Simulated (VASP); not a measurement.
# Sb (I-43m) in VASP: a series of runs

The runs below take Sb through relaxation of cell and atoms, single point, with PBE.

Everything below comes from runs of VASP 6.6.1. Logs are shortened: lines on timing, memory, paths and dates and some standing lists are left out, and cuts for length are marked.

## 1. The cell of the first run

It takes space group I-43m (No. 217, cubic). Conventional cell: a = 6.167 Å, b = 6.167 Å, c = 6.167 Å, α = 90.00°, β = 90.00°, γ = 90.00°. Sb (site symmetry 3m) has 9 Sb at 3.13 to 3.82 Å within 4.1 Å.

## 2. Relaxation of cell and atoms, PBE

Input file INCAR:

```
ALGO = Normal
EDIFF = 1E-7
EDIFFG = -0.01
ENCUT = 600
GGA = PE
IBRION = 2
ISIF = 3
ISMEAR = 0
LASPH = T
LCHARG = F
LREAL = F
LWAVE = F
NELM = 100
NSW = 100
PREC = Accurate
SIGMA = 0.1
```

Input file KPOINTS:

```
k-points
0
Gamma
  10 10 10
```

Input file POSCAR:

```
Sb
1.0
   -3.0833435100      3.0833435100      3.0833435100
    3.0833435100     -3.0833435100      3.0833435100
    3.0833435100      3.0833435100     -3.0833435100
Sb
4
Direct
    0.5617918800      0.0000000000      0.0000000000
    0.0000000000      0.5617918800      0.0000000000
    0.0000000000      0.0000000000      0.5617918800
    0.4382081200      0.4382081200      0.4382081200
```

Potentials or basis: VASP PAW PBE potentials, release 64 (Sb).

The run is started by

```
cat potpaw_PBE.64/Sb/POTCAR > POTCAR
mpirun -np 1 vasp_std > vasp.out
```

OUTCAR:

```text
EDIFF = 1E-7
   EDIFFG = -0.01
   ENCUT = 600
   GGA = PE
   IBRION = 2
   ISIF = 3
   ISMEAR = 0
   LASPH = T
   LREAL = F
   NELM = 100
   NSW = 100
   PREC = Accurate

 ion  position               nearest neighbor table
   1  0.562  0.000  0.000-   2 3.13   4 3.13   2 3.13   3 3.13   3 3.13   4 3.13
   2  0.000  0.562  0.000-   1 3.13   1 3.13   4 3.13   3 3.13   3 3.13   4 3.13
   3  0.000  0.000  0.562-   1 3.13   2 3.13   4 3.13   1 3.13   2 3.13   4 3.13
   4  0.438  0.438  0.438-   2 3.13   1 3.13   3 3.13   3 3.13   2 3.13   1 3.13

  LATTYP: Found a body centered cubic cell.
 ALAT       =     6.1666870200

  Lattice vectors:

 A1 = (  -3.0833435100,   3.0833435100,   3.0833435100)
 A2 = (   3.0833435100,  -3.0833435100,   3.0833435100)
 A3 = (   3.0833435100,   3.0833435100,  -3.0833435100)

Analysis of symmetry for initial positions (statically):
=====================================================================
 Subroutine PRICEL returns:
 Original cell was already a primitive cell.

 Routine SETGRP: Setting up the symmetry group for a
 body centered cubic supercell.

 Subroutine GETGRP returns: Found 24 space group operations
 (whereof 24 operations were pure point group operations)
 out of a pool of 48 trial point group operations.

The static configuration has the point symmetry T_d .

Analysis of symmetry for dynamics (positions and initial velocities):
=====================================================================
 Subroutine PRICEL returns:
 Original cell was already a primitive cell.

 Routine SETGRP: Setting up the symmetry group for a
 body centered cubic supercell.

 Subroutine GETGRP returns: Found 24 space group operations
 (whereof 24 operations were pure point group operations)
 out of a pool of 48 trial point group operations.

The dynamic configuration has the point symmetry T_d .

 Subroutine INISYM returns: Found 24 space group operations
 (whereof 24 operations are pure point group operations),
 and found     1 'primitive' translations

----------------------------------------------------------------------------------------

                                     Primitive cell

  volume of cell :     117.2535

  direct lattice vectors                    reciprocal lattice vectors
    -3.083343510  3.083343510  3.083343510     0.000000000  0.162161627  0.162161627
     3.083343510 -3.083343510  3.083343510     0.162161627  0.000000000  0.162161627
     3.083343510  3.083343510 -3.083343510     0.162161627  0.162161627  0.000000000

  length of vectors
     5.340507617  5.340507617  5.340507617     0.229331172  0.229331172  0.229331172

  position of ions in fractional coordinates (direct lattice)
     0.561791880  0.000000000  0.000000000
     0.000000000  0.561791880  0.000000000
     0.000000000  0.000000000  0.561791880
     0.438208120  0.438208120  0.438208120

  ion indices of the primitive-cell ions
   primitive index   ion index
                 1           1
                 2           2
                 3           3
                 4           4

----------------------------------------------------------------------------------------

 KPOINTS: k-points

Automatic generation of k-mesh.
 Grid dimensions read from file:
 generate k-points for:   10   10   10

 Generating k-lattice:

  Cartesian coordinates                     Fractional coordinates (reciprocal lattice)
     0.000000000  0.016216163  0.016216163     0.100000000  0.000000000  0.000000000
     0.016216163  0.000000000  0.016216163     0.000000000  0.100000000  0.000000000
     0.016216163  0.016216163  0.000000000     0.000000000  0.000000000  0.100000000

  Length of vectors
     0.022933117  0.022933117  0.022933117

  Shift w.r.t. Gamma in fractional coordinates (k-lattice)
     0.000000000  0.000000000  0.000000000

 Subroutine IBZKPT returns following result:
 ===========================================

 Found     47 irreducible k-points:

 Following reciprocal coordinates:
            Coordinates               Weight
  0.000000  0.000000  0.000000      1.000000
  0.100000  0.000000  0.000000     12.000000
  0.200000  0.000000  0.000000     12.000000
  0.300000  0.000000  0.000000     12.000000
  0.400000  0.000000  0.000000     12.000000
  0.500000  0.000000  0.000000      6.000000
[... 16 lines left out ...]
  0.300000  0.300000  0.100000      8.000000
 -0.300000  0.300000  0.100000     24.000000
 [... further k-points ...]
   k-points           NKPTS =     47   k-points in BZ     NKDIM =     47   number of bands    NBANDS=     14
   number of dos      NEDOS =    301   number of ions     NIONS =      4
   total plane-waves  NPLWV = 110592
   dimension x,y,z NGX =    48 NGY =   48 NGZ =   48
   dimension x,y,z NGXF=    96 NGYF=   96 NGZF=   96
   ions per type =               4
   NGX,Y,Z   is equivalent  to a cutoff of  14.94, 14.94, 14.94 a.u.
   NGXF,Y,Z  is equivalent  to a cutoff of  29.88, 29.88, 29.88 a.u.
 SYSTEM =  unknown system
   PREC   = accura    normal or accurate (medium, high low for compatibility)
   ISTART =      0    job   : 0-new  1-cont  2-samecut
   ICHARG =      2    charge: 1-file 2-atom 10-const
   ISPIN  =      1    spin polarized calculation?
   LNONCOLLINEAR =      F non collinear calculations
   LSORBIT =      F    spin-orbit coupling
   LASPH  =      T    aspherical Exc in radial PAW
   ENCUT  =  600.0 eV  44.10 Ry    6.64 a.u.  10.67 10.67 10.67*2*pi/ulx,y,z
   NELM   =    100;   NELMIN=  2; NELMDL= -5     # of ELM steps
   EDIFF  = 0.1E-06   stopping-criterion for ELM
   LREAL  =      F    real-space projection
   EDIFFG = -.1E-01   stopping-criterion for IOM
   NSW    =    100    number of steps for IOM
   IBRION =      2    ionic relax: 0-MD 1-quasi-New 2-CG
   NFREE  =      1    steps in history (QN), initial steepest desc. (CG)
   ISIF   =      3    stress and relaxation
   ISYM   =      2    0-nonsym 1-usesym 2-fastsym
   POTIM  = 0.5000    time-step for ionic-motion
   TEBEG  =    0.0;   TEEND  =   0.0 temperature during run
   PSTRESS=    0.0 pullay stress
   NELECT =      20.0000    total number of electrons
   NUPDOWN=      -1.0000    fix difference up-down
   EMIN   =  10.00;   EMAX   =-10.00  energy-range for DOS
   EFERMI =   0.00;   METHOD = LEGACY
   ISMEAR =     0;   SIGMA  =   0.10  broadening in eV -4-tet -1-fermi 0-gaus
   EFERMI_NEDOS =   21; number of points for ismear=-14 and -15
   IALGO  =     38    algorithm
   IMIX   =      4    mixing-type and parameters
     AMIX     =   0.40;   BMIX     =  1.00
     AMIX_MAG =   1.60;   BMIX_MAG =  1.00
  volume/ion in A,a.u.               =      29.31       197.82
  Fermi-wavevector in a.u.,A,eV,Ry     =   0.907910  1.715702 11.215296  0.824301
  Thomas-Fermi vector in A             =   2.031774
   LORBIT       =      0    0 simple, 1 ext, 2 COOP (PROOUT), +10 PAW based schemes
   GGA     = PE    functional components
   LHFCALC =     F    Hartree Fock is set to
   AEXX    =    0.0000 exact exchange contribution
   IVDW    =     0    specifies the selected vdW correction
   LEPSILON=     F    determine dielectric tensor
   LRPA    =     F    only Hartree local field effects (RPA)
 conjugate gradient relaxation of ions
 non-spin polarized calculation
 Gauss-broadening in eV      SIGMA  =   0.10
  energy-cutoff  :      600.00
  volume of cell :      117.25
 maximum number of plane-waves:      3945
 NGX is ok and might be reduce to    48
   NGX = 21   NGY = 21   NGZ = 21

--------------------------------------- Ionic step        1  -------------------------------------------

 number of electron      20.0000001 magnetization

 Free energy of the ion-electron system (eV)
  ---------------------------------------------------
  ext. energy  EPLUGINS =         0.00000000
  ---------------------------------------------------
  free energy    TOTEN  =       -16.13905355 eV

  energy without entropy =      -16.12601300  energy(sigma->0) =      -16.13253327

------------------------ aborting loop because EDIFF is reached ----------------------------------------

  FORCE on cell =-STRESS in cart. coord.  units (eV):
  Direction    XX          YY          ZZ          XY          YZ          ZX
  --------------------------------------------------------------------------------------
  -------------------------------------------------------------------------------------
  Total        0.4781140      0.4781140      0.4781140      0.0000000     -0.0000000     -0.0000000
  in kB        6.5330549      6.5330549      6.5330549      0.0000000     -0.0000000     -0.0000000
  external PRESSURE =       6.5330549 kB  Pullay stress =       0.0000000 kB
[... 95 lines left out ...]
  FREE ENERGIE OF THE ION-ELECTRON SYSTEM (eV)
  ---------------------------------------------------
  free  energy   TOTEN  =       -16.1791591630 eV

  energy  without entropy=      -16.1657306850  energy(sigma->0) =      -16.17244492

[... ionic steps 4 to 9 ...]

--------------------------------------- Ionic step       10  -------------------------------------------

 number of electron      20.0000000 magnetization

------------------------ aborting loop because EDIFF is reached ----------------------------------------
[... 71 lines left out ...]
--------------------------------------- Ionic step       12  -------------------------------------------

 number of electron      20.0000000 magnetization

 Free energy of the ion-electron system (eV)
  ---------------------------------------------------
  ext. energy  EPLUGINS =         0.00000000
  ---------------------------------------------------
  free energy    TOTEN  =       -16.37797172 eV

  energy without entropy =      -16.36872108  energy(sigma->0) =      -16.37334640

 E-fermi :   7.0660     XC(G=0):  -9.5946

 val. band max:        7.0505752092   @ k =   0.5000   0.5000   0.2000
 cond. band min:       7.1100695078   @ k =   0.3000   0.2000   0.1000
 fundamental gap:      0.0594942985
 Fermi energy:         7.0660270272

 k-point     1 :       0.0000    0.0000    0.0000
  band No.  band energies     occupation
      1      -5.2838      2.00000
      2      -0.3490      2.00000
      3      -0.3490      2.00000
      4      -0.3490      2.00000
      5       3.5454      2.00000
      6       3.5454      2.00000
      7       3.5454      2.00000
      8       3.5454      2.00000
      9       3.5454      2.00000
     10       3.5454      2.00000
     11       9.2593      0.00000
     12       9.2593      0.00000
     13       9.2593      0.00000
     14      10.3001      0.00000
[... 377 lines left out ...]
      1      -4.5740      2.00000
      2      -2.0479      2.00000
      3      -1.4792      2.00000
      4      -0.2232      2.00000
      5       2.7735      2.00000
      6       3.3887      2.00000
      7       3.7715      2.00000
      8       4.8669      2.00000
      9       5.8433      2.00000
     10       6.2931      2.00000
     11       6.3960      2.00000
     12       9.2648      0.00000
     13      10.3274      0.00000
     14      10.3683      0.00000

 [... further k-points ...]

------------------------ aborting loop because EDIFF is reached ----------------------------------------

  FORCE on cell =-STRESS in cart. coord.  units (eV):
  Direction    XX          YY          ZZ          XY          YZ          ZX
  --------------------------------------------------------------------------------------
  -------------------------------------------------------------------------------------
  Total       -0.0007581     -0.0007581     -0.0007581     -0.0000000     -0.0000000     -0.0000000
  in kB       -0.0101100     -0.0101100     -0.0101100     -0.0000000     -0.0000000     -0.0000000
  external PRESSURE =      -0.0101100 kB  Pullay stress =       0.0000000 kB
[... 19 lines left out ...]
  FREE ENERGIE OF THE ION-ELECTRON SYSTEM (eV)
  ---------------------------------------------------
  free  energy   TOTEN  =       -16.3779717224 eV

  energy  without entropy=      -16.3687210780  energy(sigma->0) =      -16.37334640

 reached required accuracy - stopping structural energy minimisation
```

Wall time 13 min (1 thread of AMD EPYC 7R43 (Zen 3), shared host); peak memory 0.32 GiB.

Results:

| Item | Value |
| --- | --- |
| Free energy | -16.3780 eV |
| Relaxed volume | 30.03 Å³/atom |
| Relaxed cell | a = 5.384 Å, b = 5.384 Å, c = 5.384 Å, α = 109.47°, β = 109.47°, γ = 109.47° |
| Space group after relaxing (to 0.05 Å) | Pm-3m (No. 221) |
| Energy gained by relaxing | 59.7 meV/atom |
| Ionic steps | 12 |
| Pressure after relaxing | 0.0 GPa |
| Band gap on the k mesh | zero (band 10 reaches 8.32 eV, above the bottom of band 11 at 6.26 eV) |

The path:
```
step  energy change (eV)  largest force (eV/Å)  pressure (GPa)  volume (Å³)
   1              0.0000                0.3447            0.65       117.25
   2             -0.0250                0.3347           -0.27       119.29
   3             -0.0401                0.3196           -1.53       122.44
   4             -0.0529                0.3105           -1.47       122.34
   5             -0.0890                0.2829           -1.28       122.04
   6             -0.1499                0.2189           -0.88       121.44
   7             -0.2236                0.0913           -0.11       120.25
   8             -0.1896                0.1472            0.91       117.89
   9             -0.2381                0.0020            0.35       119.38
  10             -0.2381                0.0082            0.32       119.44
  11             -0.2385                0.0043           -0.23       120.63
  12             -0.2389                0.0010            0.00       120.14
```

Final structure:
```cif
data_structure
_symmetry_space_group_name_H-M 'P 1'
_symmetry_Int_Tables_number 1
_cell_length_a 5.3839
_cell_length_b 5.3839
_cell_length_c 5.3839
_cell_angle_alpha 109.471
_cell_angle_beta 109.471
_cell_angle_gamma 109.471
_cell_volume 120.14
loop_
_atom_site_label
_atom_site_type_symbol
_atom_site_fract_x
_atom_site_fract_y
_atom_site_fract_z
_atom_site_occupancy
Sb1 Sb 0.50017 0.00000 0.00000 1
Sb2 Sb 0.00000 0.50017 0.00000 1
Sb3 Sb 0.00000 0.00000 0.50017 1
Sb4 Sb 0.49983 0.49983 0.49983 1
```

Caveat: spin-orbit coupling is left out, which moves the levels of the heavy elements.

## 3. Single point, PBE

Input file INCAR:

```
SYSTEM = Sb
PREC = Accurate ; ENCUT = 520
EDIFF = 1E-7 ; ISMEAR = 0
SIGMA = 0.1 ; LREAL = .FALSE.
LASPH = .TRUE. ; NELM = 60
ALGO = Normal ; ISIF = 2
LWAVE = .FALSE. ; LCHARG = .FALSE.
GGA = PE ; NBANDS = 18
```

Input file KPOINTS:

```
Automatic mesh
0
G
  4 4 4
  0 0 0
```

POSCAR is that of step 2.

Potentials or basis: VASP PAW PBE potentials, release 64 (Sb).

The run is started by

```
cat potpaw_PBE.64/Sb/POTCAR > POTCAR
mpirun -np 1 vasp_std > vasp.out
```

It took 30 s on 1 thread of Intel Xeon 8259CL, shared host; peak memory 0.24 GiB.

The run converged. Its results:

```
Free energy            : -16.0474 eV
Pressure               : 1.2 GPa
Largest force          : 0.308 eV/Å
Band gap on the k mesh : zero (band 10 reaches 7.67 eV, above the bottom of band 11 at 7.05 eV)
```

Forces on the atoms (eV/Å):
```
Sb   0.178 -0.178 -0.178
Sb  -0.178  0.178 -0.178
Sb  -0.178 -0.178  0.178
Sb   0.178  0.178  0.178
```

Levels at points of the mesh, in eV from the Fermi level:
```csv
k point,band 7,band 8,band 9,band 10,band 11,band 12,band 13,band 14
"(0.00, 0.00, 0.00)",-3.63,-3.23,-3.23,-3.23,0.57,1.81,1.81,3.56
"(0.50, 0.00, 0.00)",-1.42,-1.27,-1.20,-0.83,0.81,0.89,1.27,2.01
"(0.50, 0.50, 0.50)",-3.68,-1.38,-1.38,-1.38,3.50,3.50,3.50,5.25
```

Caveat: the k points lie up to 0.36 Å⁻¹ apart; spin-orbit coupling is left out, which moves the levels of the heavy elements.
